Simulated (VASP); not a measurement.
Wanted: the native input for a VASP 6.6.1 run.

```
Task                   : single point
Functional             : LDA
Potentials or basis    : VASP PAW LDA potentials, release 64 (W_sv, N)
Cutoff                 : 520 eV
k mesh                 : 9 × 7 × 1
Occupations            : gaussian, width 0.1 eV
Spin                   : no spin polarisation
Dipole correction      : yes
Further INCAR settings : ALGO = Normal; EDIFF = 1e-06; NBANDS = 38; NELMDL = -8
```

The structure of W4N lies in POSCAR:

```
W4N
1.0
    2.8093052383      0.0000000000      0.0000000000
    0.0000000000      3.9729575688      0.0000000000
    0.0000000000      0.0000000000     19.4074369602
W N
4 1
Direct
    0.5000000000      0.5000000000      0.2061065564
    0.0000000000      0.0000000000      0.2784835849
    0.5000000000      0.5000000000      0.3501454747
    0.0000000000      0.0000000000      0.4074436504
    0.5000000000      0.0000000000      0.4694976027
```

One way to write it, as run:

INCAR

```
PREC     = Accurate       # precision mode
ENCUT    = 520            # plane-wave cutoff, eV
EDIFF    = 1E-6           # SCF threshold, eV
ISMEAR   = 0              # smearing method
SIGMA    = 0.1            # smearing width, eV
LREAL    = F              # projectors in reciprocal space
LASPH    = T              # aspherical terms in the spheres
NELM     = 120            # most SCF steps
ALGO     = Normal         # electronic algorithm
ISIF     = 2              # what is computed and relaxed
LWAVE    = F              # write WAVECAR
LCHARG   = F              # write CHGCAR
LDIPOL   = T            
IDIPOL   = 3            
DIPOL    = 0.5 0.5 0.342
GGA      = CA             # functional
NBANDS   = 38             # bands
GGA_COMPAT= F            
NELMDL   = -8
```

KPOINTS

```
Automatic mesh
0
Gamma
  9 7 1
```

Potentials or basis: VASP PAW LDA potentials, release 64 (W_sv, N).

The run is started by

```sh
$ cat potpaw_LDA.64/W_sv/POTCAR potpaw_LDA.64/N/POTCAR > POTCAR
$ mpirun -np 1 vasp_std > vasp.out
```

Results of the run:

```yaml
Largest_force: 4.592 eV/Å
```

Run time: 2.8 min on 1 thread of Intel(R) Xeon(R) 6975P-C (Granite Rapids), on a shared host, peak memory 0.32 GiB.
